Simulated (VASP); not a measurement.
# Si2W (I4/mmm) in VASP: a series of runs

Runs on Si2W. Level: PBEsol. Tasks: single point.

All numbers are computed with VASP 6.6.1; they aren't measurements. Logs are shortened: lines on timing, memory, paths and dates and some standing lists are left out, and cuts for length are marked.

**1. The cell of the first run**

It takes space group I4/mmm (No. 139, tetragonal). Conventional cell: a = 3.229 Å, b = 3.229 Å, c = 7.464 Å, α = 90.00°, β = 90.00°, γ = 90.00°. Within 3.3 Å of Si (site symmetry 4mm) lie 9 Si at 2.47 to 3.23 Å and 5 W at 2.50 to 2.60 Å. Within 3.3 Å of W (site symmetry 4/mmm) lie 10 Si at 2.50 to 2.60 Å and 4 W at 3.23 Å.

**2. Single point, PBEsol (uniaxial strain along c: -4.5 %, then relaxed in part)**

Input file INCAR:

```
SYSTEM = Si2W
PREC = Accurate
ENCUT = 520
EDIFF = 1E-7
ISMEAR = 0
SIGMA = 0.1
LREAL = .False.
LASPH = .True.
NELM = 60
ALGO = Normal
ISIF = 2
LWAVE = .False.
LCHARG = .True.
GGA = PS
LELF = .True.
LVHAR = .True.
NBANDS = 31
```

Input file KPOINTS:

```
regular mesh
0
Gamma
  12 12 6
  0 0 0
```

Input file POSCAR:

```
Si2W
1.0
    3.2293782843      0.0000000000      0.0000000000
    0.0000000000      3.2293782843      0.0000000000
    0.0000000000      0.0000000000      7.4640245655
Si W
4 2
Direct
    0.0000000000      0.0000000000      0.3343526605
    0.5000000000      0.5000000000      0.1656473395
    0.5000000000      0.5000000000      0.8343526605
    0.0000000000      0.0000000000      0.6656473395
    0.0000000000      0.0000000000      0.0000000000
    0.5000000000      0.5000000000      0.5000000000
```

Potentials or basis: VASP PAW PBE potentials, release 64 (Si, W_sv).

Run with:

```console
> cat potpaw_PBE.64/Si/POTCAR potpaw_PBE.64/W_sv/POTCAR > POTCAR
> mpirun -np 1 vasp_std > vasp.out
```

OUTCAR:

```text
SYSTEM = Si2W
   PREC = Accurate
   ENCUT = 520
   EDIFF = 1E-7
   ISMEAR = 0
   LREAL = .False.
   LASPH = .True.
   NELM = 60
   ISIF = 2
   GGA = PS

 ion  position               nearest neighbor table
   1  0.000  0.000  0.334-   4 2.47   5 2.50   6 2.60   6 2.60   6 2.60   6 2.60   2 2.61   2 2.61
                             2 2.61   2 2.61
   2  0.500  0.500  0.166-   3 2.47   6 2.50   5 2.60   5 2.60   5 2.60   5 2.60   1 2.61   1 2.61
                             1 2.61   1 2.61
   3  0.500  0.500  0.834-   2 2.47   6 2.50   5 2.60   5 2.60   5 2.60   5 2.60   4 2.61   4 2.61
                             4 2.61   4 2.61
   4  0.000  0.000  0.666-   1 2.47   5 2.50   6 2.60   6 2.60   6 2.60   6 2.60   3 2.61   3 2.61
                             3 2.61   3 2.61
   5  0.000  0.000  0.000-   1 2.50   4 2.50   3 2.60   2 2.60   2 2.60   3 2.60   2 2.60   3 2.60
                             2 2.60   3 2.60
   6  0.500  0.500  0.500-   2 2.50   3 2.50   1 2.60   4 2.60   1 2.60   4 2.60   1 2.60   4 2.60
                             1 2.60   4 2.60

  LATTYP: Found a simple tetragonal cell.
 ALAT       =     3.2293782843
 C/A-ratio  =     2.3112883993

  Lattice vectors:

 A1 = (   3.2293782843,   0.0000000000,   0.0000000000)
 A2 = (   0.0000000000,   3.2293782843,   0.0000000000)
 A3 = (   0.0000000000,   0.0000000000,   7.4640245655)

Analysis of symmetry for initial positions (statically):
=====================================================================
 Subroutine PRICEL returns following result:

  LATTYP: Found a body centered tetragonal cell.
 ALAT       =     3.2293782843
 C/A-ratio  =     2.3112883993

  Lattice vectors:

 A1 = (   1.6146891422,  -1.6146891421,  -3.7320122827)
 A2 = (  -1.6146891422,   1.6146891421,  -3.7320122827)
 A3 = (   1.6146891422,   1.6146891422,   3.7320122827)

   2 primitive cells build up your supercell.

 Routine SETGRP: Setting up the symmetry group for a
 simple tetragonal supercell.

 Subroutine GETGRP returns: Found 16 space group operations
 (whereof 16 operations were pure point group operations)
 out of a pool of 16 trial point group operations.

The static configuration has the point symmetry D_4h.

Analysis of symmetry for dynamics (positions and initial velocities):
=====================================================================
 Subroutine PRICEL returns following result:

  LATTYP: Found a body centered tetragonal cell.
 ALAT       =     3.2293782843
 C/A-ratio  =     2.3112883993

  Lattice vectors:

 A1 = (   1.6146891422,  -1.6146891421,  -3.7320122827)
 A2 = (  -1.6146891422,   1.6146891421,  -3.7320122827)
 A3 = (   1.6146891422,   1.6146891422,   3.7320122827)

   2 primitive cells build up your supercell.

 Routine SETGRP: Setting up the symmetry group for a
 simple tetragonal supercell.

 Subroutine GETGRP returns: Found 16 space group operations
 (whereof 16 operations were pure point group operations)
 out of a pool of 16 trial point group operations.

The dynamic configuration has the point symmetry D_4h.

 Subroutine INISYM returns: Found 16 space group operations
 (whereof 16 operations are pure point group operations),
 and found     2 'primitive' translations

----------------------------------------------------------------------------------------

                                     Primitive cell

  volume of cell :      38.9207

  direct lattice vectors                    reciprocal lattice vectors
     1.614689142 -1.614689142 -3.732012283     0.309657127  0.000000000 -0.133975979
    -1.614689142  1.614689142 -3.732012283    -0.000000000  0.309657127 -0.133975979
     1.614689142  1.614689142  3.732012283     0.309657127  0.309657127  0.000000000

  length of vectors
     4.375198022  4.375198022  4.375198022     0.337397539  0.337397539  0.437921308

  position of ions in fractional coordinates (direct lattice)
     0.665647339  0.665647339  0.000000000
     0.334352661  0.334352661  0.000000000
     0.000000000  0.000000000  0.000000000

  ion indices of the primitive-cell ions
   primitive index   ion index
                 1           1
                 2           4
                 3           5

----------------------------------------------------------------------------------------

 KPOINTS: regular mesh

Automatic generation of k-mesh.
 Grid dimensions read from file:
 generate k-points for:   12   12    6

 Generating k-lattice:

  Cartesian coordinates                     Fractional coordinates (reciprocal lattice)
     0.025804761  0.000000000  0.000000000     0.083333333  0.000000000  0.000000000
     0.000000000  0.025804761  0.000000000     0.000000000  0.083333333  0.000000000
     0.000000000  0.000000000  0.022329330     0.000000000  0.000000000  0.166666667

  Length of vectors
     0.025804761  0.025804761  0.022329330

  Shift w.r.t. Gamma in fractional coordinates (k-lattice)
     0.000000000  0.000000000  0.000000000

 Subroutine IBZKPT returns following result:
 ===========================================

 Found    112 irreducible k-points:

 Following reciprocal coordinates:
            Coordinates               Weight
  0.000000  0.000000  0.000000      1.000000
  0.083333  0.000000  0.000000      4.000000
  0.166667  0.000000  0.000000      4.000000
  0.250000  0.000000  0.000000      4.000000
  0.333333  0.000000  0.000000      4.000000
  0.416667  0.000000  0.000000      4.000000
[... 16 lines left out ...]
  0.333333  0.333333  0.000000      4.000000
  0.416667  0.333333  0.000000      8.000000
 [... further k-points ...]
   k-points           NKPTS =    112   k-points in BZ     NKDIM =    112   number of bands    NBANDS=     31
   number of dos      NEDOS =    301   number of ions     NIONS =      6
   total plane-waves  NPLWV =  32256
   dimension x,y,z NGX =    24 NGY =   24 NGZ =   56
   dimension x,y,z NGXF=    48 NGYF=   48 NGZF=  112
   ions per type =               4   2
   NGX,Y,Z   is equivalent  to a cutoff of  12.36, 12.36, 12.47 a.u.
   NGXF,Y,Z  is equivalent  to a cutoff of  24.71, 24.71, 24.95 a.u.
 SYSTEM =  Si2W
   PREC   = accura    normal or accurate (medium, high low for compatibility)
   ISTART =      0    job   : 0-new  1-cont  2-samecut
   ICHARG =      2    charge: 1-file 2-atom 10-const
   ISPIN  =      1    spin polarized calculation?
   LNONCOLLINEAR =      F non collinear calculations
   LSORBIT =      F    spin-orbit coupling
   LASPH  =      T    aspherical Exc in radial PAW
   ENCUT  =  520.0 eV  38.22 Ry    6.18 a.u.   6.00  6.00 13.88*2*pi/ulx,y,z
   NELM   =     60;   NELMIN=  2; NELMDL= -5     # of ELM steps
   EDIFF  = 0.1E-06   stopping-criterion for ELM
   LREAL  =      F    real-space projection
   EDIFFG = 0.1E-05   stopping-criterion for IOM
   NSW    =      0    number of steps for IOM
   IBRION =     -1    ionic relax: 0-MD 1-quasi-New 2-CG
   NFREE  =      0    steps in history (QN), initial steepest desc. (CG)
   ISIF   =      2    stress and relaxation
   ISYM   =      2    0-nonsym 1-usesym 2-fastsym
   POTIM  = 0.5000    time-step for ionic-motion
   TEBEG  =    0.0;   TEEND  =   0.0 temperature during run
   PSTRESS=    0.0 pullay stress
   NELECT =      44.0000    total number of electrons
   NUPDOWN=      -1.0000    fix difference up-down
   EMIN   =  10.00;   EMAX   =-10.00  energy-range for DOS
   EFERMI =   0.00;   METHOD = LEGACY
   ISMEAR =     0;   SIGMA  =   0.10  broadening in eV -4-tet -1-fermi 0-gaus
   EFERMI_NEDOS =   21; number of points for ismear=-14 and -15
   IALGO  =     38    algorithm
   IMIX   =      4    mixing-type and parameters
     AMIX     =   0.40;   BMIX     =  1.00
     AMIX_MAG =   1.60;   BMIX_MAG =  1.00
  volume/ion in A,a.u.               =      12.97        87.55
  Fermi-wavevector in a.u.,A,eV,Ry     =   1.353595  2.557924 24.928860  1.832220
  Thomas-Fermi vector in A             =   2.480837
   LORBIT       =      0    0 simple, 1 ext, 2 COOP (PROOUT), +10 PAW based schemes
   GGA     = PS    functional components
   LHFCALC =     F    Hartree Fock is set to
   AEXX    =    0.0000 exact exchange contribution
   IVDW    =     0    specifies the selected vdW correction
   LEPSILON=     F    determine dielectric tensor
   LRPA    =     F    only Hartree local field effects (RPA)
 non-spin polarized calculation
 Gauss-broadening in eV      SIGMA  =   0.10
  energy-cutoff  :      520.00
  volume of cell :       77.84
 maximum number of plane-waves:      2128
   NGX = 13   NGY = 13   NGZ = 27

 number of electron      43.9999993 magnetization

 Free energy of the ion-electron system (eV)
  ---------------------------------------------------
  ext. energy  EPLUGINS =         0.00000000
  ---------------------------------------------------
  free energy    TOTEN  =       -52.96783209 eV

  energy without entropy =      -52.96534871  energy(sigma->0) =      -52.96659040

 E-fermi :  12.2773     XC(G=0): -12.7812

 val. band max:       12.2569408768   @ k =   0.0833   0.0000   0.3333
 cond. band min:      12.2975045565   @ k =   0.0833   0.0000   0.3333
 fundamental gap:      0.0405636797
 Fermi energy:        12.2772666453

 k-point     1 :       0.0000    0.0000    0.0000
  band No.  band energies     occupation
      1     -61.3271      2.00000
      2     -61.3268      2.00000
      3     -25.6344      2.00000
      4     -25.6314      2.00000
      5     -25.6314      2.00000
      6     -25.6291      2.00000
[... 23 lines left out ...]
     30      18.0357      0.00000
     31      18.0592      0.00000

 k-point     2 :       0.0833    0.0000    0.0000
  band No.  band energies     occupation
      1     -61.3266      2.00000
      2     -61.3263      2.00000
      3     -25.6459      2.00000
      4     -25.6437      2.00000
      5     -25.6323      2.00000
      6     -25.6300      2.00000
[... 23 lines left out ...]
     30      18.0482      0.00000
     31      18.2163      0.00000

 k-point     3 :       0.1667    0.0000    0.0000
  band No.  band energies     occupation
      1     -61.3253      2.00000
      2     -61.3250      2.00000
      3     -25.6853      2.00000
      4     -25.6834      2.00000
      5     -25.6263      2.00000
      6     -25.6261      2.00000
[... 703 lines left out ...]
     30      17.2026      0.00000
     31      18.1347      0.00000

 k-point    24 :       0.4167    0.3333    0.0000
  band No.  band energies     occupation
      1     -61.3149      2.00000
      2     -61.3149      2.00000
      3     -25.8068      2.00000
      4     -25.8068      2.00000
      5     -25.7644      2.00000
      6     -25.7639      2.00000
[... 23 lines left out ...]
     30      17.5676      0.00000
     31      17.7156      0.00000

 [... further k-points ...]
[... 5 lines left out ...]
  --------------------------------------------------------------------------------------
  -------------------------------------------------------------------------------------
  Total        0.1880338      0.1880338     14.0406035      0.0000000      0.0000000      0.0000000
  in kB        3.8702191      3.8702191    288.9917576      0.0000000      0.0000000      0.0000000
  external PRESSURE =      98.9107319 kB  Pullay stress =       0.0000000 kB

 VOLUME and BASIS-vectors are now :
 -----------------------------------------------------------------------------
  energy-cutoff  :      520.00
  volume of cell :       77.84
      direct lattice vectors                 reciprocal lattice vectors
     3.229378284  0.000000000  0.000000000     0.309657127  0.000000000  0.000000000
     0.000000000  3.229378284  0.000000000     0.000000000  0.309657127  0.000000000
     0.000000000  0.000000000  7.464024565     0.000000000  0.000000000  0.133975979

 POSITION                                       TOTAL-FORCE (eV/Angst)
 -----------------------------------------------------------------------------------
      0.00000      0.00000      2.49562         0.000000     -0.000000     -0.003235
      1.61469      1.61469      1.23640        -0.000000     -0.000000      0.003235
      1.61469      1.61469      6.22763         0.000000     -0.000000     -0.003235
      0.00000      0.00000      4.96841        -0.000000     -0.000000      0.003235
      0.00000      0.00000      0.00000        -0.000000     -0.000000      0.000000
      1.61469      1.61469      3.73201         0.000000      0.000000      0.000000
 -----------------------------------------------------------------------------------
    total drift:                                0.000000      0.000000     -0.000000

  FREE ENERGIE OF THE ION-ELECTRON SYSTEM (eV)
  ---------------------------------------------------
  free  energy   TOTEN  =       -52.9678320900 eV

  energy  without entropy=      -52.9653487115  energy(sigma->0) =      -52.96659040
```

Wall time 3.4 min (1 thread of Intel Xeon Platinum 8259CL at 2.50GHz (Skylake/Cascade Lake), shared host); peak memory 0.33 GiB.

What came out:

```
Free energy            : -52.9678 eV
Pressure               : 9.9 GPa
Largest force          : 0.003 eV/Å
Band gap on the k mesh : zero (bands 22 and 23 overlap by 1.00 eV)
```

Forces on the atoms (eV/Å):
```
Si   0.000  0.000 -0.003
Si   0.000  0.000  0.003
Si   0.000  0.000 -0.003
Si   0.000  0.000  0.003
W    0.000  0.000  0.000
W    0.000  0.000  0.000
```

Stress tensor (GPa, compression positive):
```
 0.39  0.00  0.00
 0.00  0.39  0.00
 0.00  0.00 28.90
```

Caveat: the cell differs from its parent crystal (uniaxial strain along c: -4.5 %, then relaxed in part); the stress differs along the axes, from 0 to 29 GPa; the PAW data sets were made with another functional, which shifts forces and pressure a little; spin-orbit coupling is left out, which moves the levels of the heavy elements.

(Continued in part 2 of 2.)

The gap in the log of VASP goes by the Fermi energy; the results here count the filled bands.